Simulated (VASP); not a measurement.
# CaSe (Pm-3m) in VASP: further runs

The runs below take CaSe through single point, with PBE, PBEsol, LDA.

Program: VASP 6.6.1. These are calculated values, not measurements. Logs are shortened: lines on timing, memory, paths and dates and some standing lists are left out, and cuts for length are marked.

## 1. The cell of the first run

The structure is cubic, space group Pm-3m (No. 221). The conventional cell has a = 3.635 Å, b = 3.635 Å, c = 3.635 Å, α = 90.00°, β = 90.00°, γ = 90.00°. Ca (site symmetry m-3m) has 8 Se at 3.15 Å and 6 Ca at 3.63 Å within 4.1 Å. Within 4.1 Å of Se (site symmetry m-3m) lie 8 Ca at 3.15 Å and 6 Se at 3.63 Å.

## 2. Single point, PBE

Input file INCAR:

```
ALGO = Normal
EDIFF = 1E-6
ENCUT = 520
GGA = PE
ISIF = 2
ISMEAR = 0
LASPH = T
LCHARG = T
LELF = T
LREAL = F
LVHAR = T
LWAVE = F
NBANDS = 15
NELM = 80
PREC = Accurate
SIGMA = 0.01
```

Input file KPOINTS:

```
k-points
0
Gamma
  4 4 4
```

Input file POSCAR:

```
CaSe
1.0
    3.6347849047      0.0000000000      0.0000000000
    0.0000000000      3.6347849047      0.0000000000
    0.0000000000      0.0000000000      3.6347849047
Ca Se
1 1
Direct
    0.0000000000      0.0000000000      0.0000000000
    0.5000000000      0.5000000000      0.5000000000
```

Potentials or basis: VASP PAW PBE potentials, release 64 (Ca_sv, Se).

Command:

```
$ cat potpaw_PBE.64/Ca_sv/POTCAR potpaw_PBE.64/Se/POTCAR > POTCAR
$ mpirun -np 1 vasp_std > vasp.out
```

OUTCAR:

```text
EDIFF = 1E-6
   ENCUT = 520
   GGA = PE
   ISIF = 2
   ISMEAR = 0
   LASPH = T
   LREAL = F
   NELM = 80
   PREC = Accurate

 ion  position               nearest neighbor table
   1  0.000  0.000  0.000-
   2  0.500  0.500  0.500-

  LATTYP: Found a simple cubic cell.
 ALAT       =     3.6347849047

  Lattice vectors:

 A1 = (   3.6347849047,   0.0000000000,   0.0000000000)
 A2 = (   0.0000000000,   3.6347849047,   0.0000000000)
 A3 = (   0.0000000000,   0.0000000000,   3.6347849047)

Analysis of symmetry for initial positions (statically):
=====================================================================
 Subroutine PRICEL returns:
 Original cell was already a primitive cell.

 Routine SETGRP: Setting up the symmetry group for a
 simple cubic supercell.

 Subroutine GETGRP returns: Found 48 space group operations
 (whereof 48 operations were pure point group operations)
 out of a pool of 48 trial point group operations.

The static configuration has the point symmetry O_h .

Analysis of symmetry for dynamics (positions and initial velocities):
=====================================================================
 Subroutine PRICEL returns:
 Original cell was already a primitive cell.

 Routine SETGRP: Setting up the symmetry group for a
 simple cubic supercell.

 Subroutine GETGRP returns: Found 48 space group operations
 (whereof 48 operations were pure point group operations)
 out of a pool of 48 trial point group operations.

The dynamic configuration has the point symmetry O_h .

 Subroutine INISYM returns: Found 48 space group operations
 (whereof 48 operations are pure point group operations),
 and found     1 'primitive' translations

----------------------------------------------------------------------------------------

                                     Primitive cell

  volume of cell :      48.0215

  direct lattice vectors                    reciprocal lattice vectors
     3.634784905  0.000000000  0.000000000     0.275119443  0.000000000  0.000000000
     0.000000000  3.634784905  0.000000000     0.000000000  0.275119443  0.000000000
     0.000000000  0.000000000  3.634784905     0.000000000  0.000000000  0.275119443

  length of vectors
     3.634784905  3.634784905  3.634784905     0.275119443  0.275119443  0.275119443

  position of ions in fractional coordinates (direct lattice)
     0.000000000  0.000000000  0.000000000
     0.500000000  0.500000000  0.500000000

  ion indices of the primitive-cell ions
   primitive index   ion index
                 1           1
                 2           2

----------------------------------------------------------------------------------------

 KPOINTS: k-points

Automatic generation of k-mesh.
 Grid dimensions read from file:
 generate k-points for:    4    4    4

 Generating k-lattice:

  Cartesian coordinates                     Fractional coordinates (reciprocal lattice)
     0.068779861  0.000000000  0.000000000     0.250000000  0.000000000  0.000000000
     0.000000000  0.068779861  0.000000000     0.000000000  0.250000000  0.000000000
     0.000000000  0.000000000  0.068779861     0.000000000  0.000000000  0.250000000

  Length of vectors
     0.068779861  0.068779861  0.068779861

  Shift w.r.t. Gamma in fractional coordinates (k-lattice)
     0.000000000  0.000000000  0.000000000

 Subroutine IBZKPT returns following result:
 ===========================================

 Found     10 irreducible k-points:

 Following reciprocal coordinates:
            Coordinates               Weight
  0.000000  0.000000  0.000000      1.000000
  0.250000  0.000000  0.000000      6.000000
  0.500000  0.000000  0.000000      3.000000
  0.250000  0.250000  0.000000     12.000000
  0.500000  0.250000  0.000000     12.000000
  0.500000  0.500000  0.000000      3.000000
  0.250000  0.250000  0.250000      8.000000
  0.500000  0.250000  0.250000     12.000000
  0.500000  0.500000  0.250000      6.000000
  0.500000  0.500000  0.500000      1.000000
   k-points           NKPTS =     10   k-points in BZ     NKDIM =     10   number of bands    NBANDS=     15
   number of dos      NEDOS =    301   number of ions     NIONS =      2
   total plane-waves  NPLWV =  21952
   dimension x,y,z NGX =    28 NGY =   28 NGZ =   28
   dimension x,y,z NGXF=    56 NGYF=   56 NGZF=   56
   ions per type =               1   1
   NGX,Y,Z   is equivalent  to a cutoff of  12.81, 12.81, 12.81 a.u.
   NGXF,Y,Z  is equivalent  to a cutoff of  25.61, 25.61, 25.61 a.u.
 SYSTEM =  unknown system
   PREC   = accura    normal or accurate (medium, high low for compatibility)
   ISTART =      0    job   : 0-new  1-cont  2-samecut
   ICHARG =      2    charge: 1-file 2-atom 10-const
   ISPIN  =      1    spin polarized calculation?
   LNONCOLLINEAR =      F non collinear calculations
   LSORBIT =      F    spin-orbit coupling
   LASPH  =      T    aspherical Exc in radial PAW
   ENCUT  =  520.0 eV  38.22 Ry    6.18 a.u.   6.76  6.76  6.76*2*pi/ulx,y,z
   NELM   =     80;   NELMIN=  2; NELMDL= -5     # of ELM steps
   EDIFF  = 0.1E-05   stopping-criterion for ELM
   LREAL  =      F    real-space projection
   EDIFFG = 0.1E-04   stopping-criterion for IOM
   NSW    =      0    number of steps for IOM
   IBRION =     -1    ionic relax: 0-MD 1-quasi-New 2-CG
   NFREE  =      0    steps in history (QN), initial steepest desc. (CG)
   ISIF   =      2    stress and relaxation
   ISYM   =      2    0-nonsym 1-usesym 2-fastsym
   POTIM  = 0.5000    time-step for ionic-motion
   TEBEG  =    0.0;   TEEND  =   0.0 temperature during run
   PSTRESS=    0.0 pullay stress
   NELECT =      16.0000    total number of electrons
   NUPDOWN=      -1.0000    fix difference up-down
   EMIN   =  10.00;   EMAX   =-10.00  energy-range for DOS
   EFERMI =   0.00;   METHOD = LEGACY
   ISMEAR =     0;   SIGMA  =   0.01  broadening in eV -4-tet -1-fermi 0-gaus
   EFERMI_NEDOS =   21; number of points for ismear=-14 and -15
   IALGO  =     38    algorithm
   IMIX   =      4    mixing-type and parameters
     AMIX     =   0.40;   BMIX     =  1.00
     AMIX_MAG =   1.60;   BMIX_MAG =  1.00
  volume/ion in A,a.u.               =      24.01       162.03
  Fermi-wavevector in a.u.,A,eV,Ry     =   1.134931  2.144709 17.525233  1.288068
  Thomas-Fermi vector in A             =   2.271635
   LORBIT       =      0    0 simple, 1 ext, 2 COOP (PROOUT), +10 PAW based schemes
   GGA     = PE    functional components
   LHFCALC =     F    Hartree Fock is set to
   AEXX    =    0.0000 exact exchange contribution
   IVDW    =     0    specifies the selected vdW correction
   LEPSILON=     F    determine dielectric tensor
   LRPA    =     F    only Hartree local field effects (RPA)
 non-spin polarized calculation
 Gauss-broadening in eV      SIGMA  =   0.01
  energy-cutoff  :      520.00
  volume of cell :       48.02
 maximum number of plane-waves:      1328
 NGX is ok and might be reduce to    28
   NGX = 13   NGY = 13   NGZ = 13

 number of electron      16.0000007 magnetization

 Free energy of the ion-electron system (eV)
  ---------------------------------------------------
  ext. energy  EPLUGINS =         0.00000000
  ---------------------------------------------------
  free energy    TOTEN  =        -8.72872890 eV

  energy without entropy =       -8.72872890  energy(sigma->0) =       -8.72872890

 E-fermi :   4.3714     XC(G=0):  -9.5724

 val. band max:        4.2838096637   @ k =   0.5000   0.5000   0.0000
 cond. band min:       5.0141673313   @ k =   0.5000   0.5000   0.0000
 fundamental gap:      0.7303576676
 Fermi energy:         4.3714035183

 k-point     1 :       0.0000    0.0000    0.0000
  band No.  band energies     occupation
      1     -37.0849      2.00000
      2     -18.0227      2.00000
      3     -18.0227      2.00000
      4     -18.0227      2.00000
      5      -8.7504      2.00000
      6       3.4139      2.00000
      7       3.4139      2.00000
      8       3.4139      2.00000
      9       5.3347      0.00000
     10       5.3347      0.00000
     11       6.3527      0.00000
     12       8.6173      0.00000
     13       8.6173      0.00000
     14       8.6173      0.00000
     15      13.3787      0.00000

 k-point     2 :       0.2500    0.0000    0.0000
  band No.  band energies     occupation
      1     -37.0786      2.00000
      2     -18.1152      2.00000
      3     -18.0140      2.00000
      4     -18.0140      2.00000
      5      -8.4081      2.00000
      6       0.8500      2.00000
      7       3.3241      2.00000
      8       3.3241      2.00000
      9       5.7284      0.00000
     10       6.7119      0.00000
     11       8.5440      0.00000
     12       8.7382      0.00000
     13       8.9410      0.00000
     14       8.9410      0.00000
     15      12.0080      0.00000

 k-point     3 :       0.5000    0.0000    0.0000
  band No.  band energies     occupation
      1     -37.0722      2.00000
      2     -18.2055      2.00000
      3     -18.0054      2.00000
      4     -18.0054      2.00000
      5      -8.0073      2.00000
      6      -0.6453      2.00000
      7       3.2273      2.00000
      8       3.2273      2.00000
      9       6.2575      0.00000
     10       8.8667      0.00000
     11       8.9006      0.00000
     12       9.0430      0.00000
     13       9.5455      0.00000
     14       9.5455      0.00000
     15      10.7150      0.00000

 k-point     4 :       0.2500    0.2500    0.0000
  band No.  band energies     occupation
      1     -37.0724      2.00000
      2     -18.1071      2.00000
      3     -18.0943      2.00000
      4     -18.0061      2.00000
      5      -8.1520      2.00000
      6       0.9689      2.00000
      7       1.5873      2.00000
      8       3.4926      2.00000
      9       6.2745      0.00000
     10       7.5067      0.00000
     11       7.8598      0.00000
     12       7.9744      0.00000
     13       9.2132      0.00000
     14      10.5210      0.00000
     15      12.3870      0.00000

 k-point     5 :       0.5000    0.2500    0.0000
  band No.  band energies     occupation
      1     -37.0661      2.00000
      2     -18.1856      2.00000
      3     -18.0862      2.00000
      4     -17.9981      2.00000
      5      -7.8614      2.00000
      6      -0.0686      2.00000
      7       1.7750      2.00000
      8       3.6580      2.00000
      9       6.0705      0.00000
     10       7.7240      0.00000
     11       7.9996      0.00000
     12       8.5446      0.00000
     13       8.8800      0.00000
     14      10.4374      0.00000
     15      11.5350      0.00000

 k-point     6 :       0.5000    0.5000    0.0000
  band No.  band energies     occupation
      1     -37.0600      2.00000
      2     -18.1656      2.00000
      3     -18.1656      2.00000
      4     -17.9909      2.00000
      5      -7.7001      2.00000
      6       0.7161      2.00000
      7       0.7161      2.00000
      8       4.2838      2.00000
      9       5.0142      0.00000
     10       7.1846      0.00000
     11       7.4130      0.00000
     12       7.4130      0.00000
     13       9.5945      0.00000
     14      10.4468      0.00000
     15      13.4202      0.00000

 k-point     7 :       0.2500    0.2500    0.2500
  band No.  band energies     occupation
      1     -37.0663      2.00000
      2     -18.0980      2.00000
      3     -18.0835      2.00000
      4     -18.0835      2.00000
      5      -7.9224      2.00000
      6       1.4234      2.00000
      7       1.6087      2.00000
      8       1.6087      2.00000
      9       7.0495      0.00000
     10       7.0495      0.00000
     11       7.9219      0.00000
     12       9.0393      0.00000
     13       9.0393      0.00000
     14       9.7253      0.00000
     15      13.3106      0.00000

 k-point     8 :       0.5000    0.2500    0.2500
  band No.  band energies     occupation
      1     -37.0602      2.00000
      2     -18.1691      2.00000
      3     -18.0792      2.00000
      4     -18.0726      2.00000
      5      -7.6621      2.00000
      6       0.2717      2.00000
      7       1.6220      2.00000
      8       2.1490      2.00000
      9       6.7845      0.00000
     10       6.8354      0.00000
     11       7.5086      0.00000
     12       9.3741      0.00000
     13       9.7817      0.00000
     14      10.8583      0.00000
     15      11.2425      0.00000

 k-point     9 :       0.5000    0.5000    0.2500
  band No.  band energies     occupation
      1     -37.0542      2.00000
      2     -18.1525      2.00000
      3     -18.1525      2.00000
      4     -18.0657      2.00000
      5      -7.4373      2.00000
      6       0.6473      2.00000
      7       0.6473      2.00000
      8       1.9778      2.00000
      9       6.1121      0.00000
     10       7.6243      0.00000
     11       7.6243      0.00000
     12       9.1938      0.00000
     13       9.6294      0.00000
     14      10.3952      0.00000
     15      11.5309      0.00000

 k-point    10 :       0.5000    0.5000    0.5000
  band No.  band energies     occupation
      1     -37.0483      2.00000
      2     -18.1394      2.00000
      3     -18.1394      2.00000
      4     -18.1394      2.00000
      5      -7.1313      2.00000
      6       0.5735      2.00000
      7       0.5735      2.00000
      8       0.5735      2.00000
      9       8.1109      0.00000
     10       8.1109      0.00000
     11       8.1109      0.00000
     12       9.6647      0.00000
     13       9.6647      0.00000
     14      10.0287      0.00000
     15      10.0287      0.00000

------------------------ aborting loop because EDIFF is reached ----------------------------------------

  FORCE on cell =-STRESS in cart. coord.  units (eV):
  Direction    XX          YY          ZZ          XY          YZ          ZX
  --------------------------------------------------------------------------------------
  -------------------------------------------------------------------------------------
  Total        0.3541547      0.3541547      0.3541547      0.0000000      0.0000000     -0.0000000
  in kB       11.8159180     11.8159180     11.8159180      0.0000000      0.0000000     -0.0000000
  external PRESSURE =      11.8159180 kB  Pullay stress =       0.0000000 kB

 VOLUME and BASIS-vectors are now :
 -----------------------------------------------------------------------------
  energy-cutoff  :      520.00
  volume of cell :       48.02
      direct lattice vectors                 reciprocal lattice vectors
     3.634784905  0.000000000  0.000000000     0.275119443  0.000000000  0.000000000
     0.000000000  3.634784905  0.000000000     0.000000000  0.275119443  0.000000000
     0.000000000  0.000000000  3.634784905     0.000000000  0.000000000  0.275119443

 POSITION                                       TOTAL-FORCE (eV/Angst)
 -----------------------------------------------------------------------------------
      0.00000      0.00000      0.00000         0.000000      0.000000      0.000000
      1.81739      1.81739      1.81739         0.000000      0.000000      0.000000
 -----------------------------------------------------------------------------------
    total drift:                               -0.000000      0.000000      0.000000

  FREE ENERGIE OF THE ION-ELECTRON SYSTEM (eV)
  ---------------------------------------------------
  free  energy   TOTEN  =        -8.7287288972 eV

  energy  without entropy=       -8.7287288972  energy(sigma->0) =       -8.72872890
```

It took 8.8 s on 1 thread of Intel Xeon Platinum 8259CL at 2.50GHz (Skylake/Cascade Lake), shared host; peak memory 0.15 GiB.

Results:

```yaml
Free_energy: -8.7287 eV
Pressure: 1.2 GPa
Band_gap_on_the_k_mesh: 0.73 eV
```

Caveat: the k points lie up to 0.43 Å⁻¹ apart. A k mesh can miss the band edges.

## 3. Single point, PBEsol

This run uses another cell than the first one, of 23.24 Å³/atom.

Input file INCAR:

```
PREC     = Accurate       # precision mode
ENCUT    = 520            # plane-wave cutoff, eV
EDIFF    = 1E-6           # SCF threshold, eV
ISMEAR   = -1             # smearing method
SIGMA    = 0.02           # smearing width, eV
LREAL    = F              # projectors in reciprocal space
LASPH    = T              # aspherical terms in the spheres
NELM     = 100            # most SCF steps
ALGO     = Normal         # electronic algorithm
ISIF     = 2              # what is computed and relaxed
LWAVE    = F              # write WAVECAR
LCHARG   = F              # write CHGCAR
GGA      = PS             # functional
NBANDS   = 15             # bands
```

Input file KPOINTS:

```
Automatic mesh
0
Gamma
  6 6 6
```

Input file POSCAR:

```
CaSe
1.0
    3.5956121774      0.0000000000      0.0000000000
    0.0000000000      3.5956121774      0.0000000000
    0.0000000000      0.0000000000      3.5956121774
Ca Se
1 1
Direct
    0.0000000000      0.0000000000      0.0000000000
    0.5000000000      0.5000000000      0.5000000000
```

Potentials or basis: VASP PAW PBE potentials, release 64 (Ca_sv, Se).

Command:

```
$ cat potpaw_PBE.64/Ca_sv/POTCAR potpaw_PBE.64/Se/POTCAR > POTCAR
$ mpirun -np 1 vasp_std > vasp.out
```

Run time: 11 s. Hardware: 1 thread of Intel Xeon Platinum 8259CL at 2.50GHz (Skylake/Cascade Lake), shared host; peak memory 0.16 GiB.

Results (log left out):

```
Free energy            : -9.4304 eV
Pressure               : 0.2 GPa
Band gap on the k mesh : 0.61 eV
```

Levels at points of the mesh, in eV from the valence-band top:
| k point | band 6 | band 7 | band 8 | band 9 | band 10 | band 11 |
| --- | --- | --- | --- | --- | --- | --- |
| (0.00, 0.00, 0.00) | -0.91 | -0.91 | -0.91 | 0.91 | 0.91 | 2.14 |
| (0.50, 0.00, 0.00) | -5.15 | -1.12 | -1.12 | 1.90 | 4.66 | 4.71 |
| (0.50, 0.50, 0.00) | -3.72 | -3.72 | 0.00 | 0.61 | 2.93 | 3.14 |
| (0.50, 0.50, 0.50) | -3.90 | -3.90 | -3.90 | 3.78 | 3.78 | 3.78 |

Caveat: the PAW data sets were made with another functional, which shifts forces and pressure a little.

(Part 1 of 2 ends here.)
